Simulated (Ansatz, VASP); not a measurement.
**Na in VASP and in Ansatz**

```xyz
4
Lattice="3.7056 0.0000 0.0000 -1.8528 3.2092 0.0000 0.0000 0.0000 11.4268" Properties=species:S:1:pos:R:3 pbc="T T T"
Na    0.0000    0.0000    0.0000
Na    0.0000    2.1395    2.8567
Na    0.0000    0.0000    5.7134
Na    1.8528    1.0697    8.5701
```

Alike in both runs: task single point; functional PBEsol; k mesh 15 × 15 × 4; occupations gaussian, width 0.1 eV; no spin polarisation.

|  | VASP | Ansatz |
| --- | --- | --- |
| version | VASP 6.6.1 | Ansatz 0.2.0 |
| potentials or method | VASP PAW PBE potentials, release 64 (Na_pv), cutoff 520 eV | scalar-relativistic, plane waves, PAW |
| valence electrons in the cell | 28 | 36 |

|  | VASP | Ansatz | Ansatz less VASP |
| --- | --- | --- | --- |
| gap on the k mesh at the Fermi level (eV) | none | none | - |
| pressure (GPa) | 0.6 | 0.6 | +0.02 |
| traceless stress, the component that is largest in VASP (GPa) | 0.35 | 0.35 | -0.003 |

VASP's potentials were made for PBE, not for PBEsol. A gap of «none» marks a metal or a gap that the smearing closes. VASP's potentials hold 28 valence electrons a cell and Ansatz's 36, so a difference there can come from the potentials and not from the codes.
